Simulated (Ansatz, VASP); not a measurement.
**As in VASP and in Ansatz**

INCAR

```
PREC = Accurate ; ENCUT = 500
EDIFF = 1E-6 ; ISMEAR = 0
SIGMA = 0.1 ; LREAL = False
LASPH = True ; NELM = 120
ALGO = Normal ; ISIF = 2
LWAVE = False ; LCHARG = True
GGA = PS ; LELF = True
LVHAR = True ; NBANDS = 8
GGA_COMPAT = False
```

The input KPOINTS:

```
regular mesh
0
Gamma
  6 6 6
```

Contents of POSCAR:

```
As
1.0
    2.7036817444      0.0000000000      0.0000000000
    0.0000000000      2.7036817444      0.0000000000
    0.0000000000      0.0000000000      2.7036817444
As
1
Direct
    0.5000000000      0.5000000000      0.5000000000
```

Input for Ansatz:

```yaml
crystal:
  lattice:
    - [2.7036817444, 0.0, 0.0]
    - [0.0, 2.7036817444, 0.0]
    - [0.0, 0.0, 2.7036817444]
  atoms:
    - { symbol: As, position: [0.5, 0.5, 0.5] }
basis:
  ecutwfc: 420
kpoints:
  mp_grid: { grid: [6, 6, 6] }
hamiltonian:
  xc: pbesol
scf:
  occupations: { method: gaussian, width: 0.1 }
output:
  forces: true
  stress: true
  eigenvalues: true
```

Alike in both runs: task single point; functional PBEsol; k mesh 6 × 6 × 6; occupations gaussian, width 0.1 eV; no spin polarisation.

|  | VASP | Ansatz |
| --- | --- | --- |
| version | VASP 6.6.1 | Ansatz 0.2.0 |
| potentials or method | VASP PAW PBE potentials, release 64 (As), cutoff 500 eV | scalar-relativistic, plane waves, PAW |
| valence electrons in the cell | 5 | 15 |

```csv
,VASP,Ansatz,Ansatz less VASP
gap on the k mesh at the Fermi level (eV),none,none,-
pressure (GPa),-0.9,-1.1,-0.25
```

VASP's potentials were made for PBE, not for PBEsol. A gap of «none» marks a metal or a gap that the smearing closes. VASP's potentials hold 5 valence electrons a cell and Ansatz's 15, so a difference there can come from the potentials and not from the codes.

The k mesh is coarse, so the values compare programs but aren't converged.
